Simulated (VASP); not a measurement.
Set up this calculation in VASP 6.6.1, as the native input.

- Task: relaxation of cell and atoms
- Functional: PBE
- Potentials or basis: VASP PAW PBE potentials, release 64 (K_sv, Mg, Pd)
- Cutoff: 600 eV
- k mesh: 8 × 8 × 8
- Occupations: gaussian, width 0.1 eV
- Spin: no spin polarisation
- Dipole correction: no
- Further INCAR settings: ALGO = Normal; EDIFF = 1e-07; IBRION = 2; EDIFFG = -0.01; NSW = 100; ISIF = 3

The structure of KMgPd3 lies in POSCAR:

```
KMgPd3
1.0
    4.4102122351      0.0000000000      0.0000000000
    0.0000000000      4.4102122351      0.0000000000
    0.0000000000      0.0000000000      5.6213581953
K Mg Pd
1 1 3
Direct
    0.0000000000      0.0000000000      0.9843108497
    0.5000000000      0.5000000000      0.7070428092
    0.0000000000      0.5000000000      0.4503693549
    0.5000000000      0.5000000000      0.1758076012
    0.5000000000      0.0000000000      0.4503693549
```

The cell was generated, and may not be a known phase.

These files were run (other wordings do the same):

INCAR

```
ALGO = Normal ; EDIFF = 1E-7
EDIFFG = -0.01 ; ENCUT = 600
GGA = PE ; GGA_COMPAT = F
IBRION = 2 ; ISIF = 3
ISMEAR = 0 ; LASPH = T
LCHARG = F ; LREAL = F
LWAVE = F ; NELM = 120
NELMIN = 4 ; NSW = 100
PREC = Accurate ; SIGMA = 0.1
```

KPOINTS

```
k-points
0
Gamma
  8 8 8
```

Potentials or basis: VASP PAW PBE potentials, release 64 (K_sv, Mg, Pd).

Command:

```sh
$ cat potpaw_PBE.64/K_sv/POTCAR potpaw_PBE.64/Mg/POTCAR potpaw_PBE.64/Pd/POTCAR > POTCAR
$ mpirun -np 1 vasp_std > vasp.out
```

It gave:

```yaml
Relaxed_volume: 21.92 Å³/atom
Relaxed_cell: a = 4.432 Å, b = 4.432 Å, c = 5.580 Å, α = 90.00°, β = 90.00°, γ = 90.00°
Space_group_after_relaxing_to_0.1_Å: P4mm (No. 99)
Energy_gained_by_relaxing: 0.2 meV/atom
Ionic_steps: 7
Pressure_after_relaxing: 0.0 GPa
Largest_force_after_relaxing: 0.007 eV/Å
Band_gap_on_the_k_mesh: zero (an odd number of electrons rules out a gap without spin polarisation)
```

Run time: 31 min on 1 thread of Oxide Virtual Turin-like Processor, with other jobs on the host, peak memory 0.4 GiB.
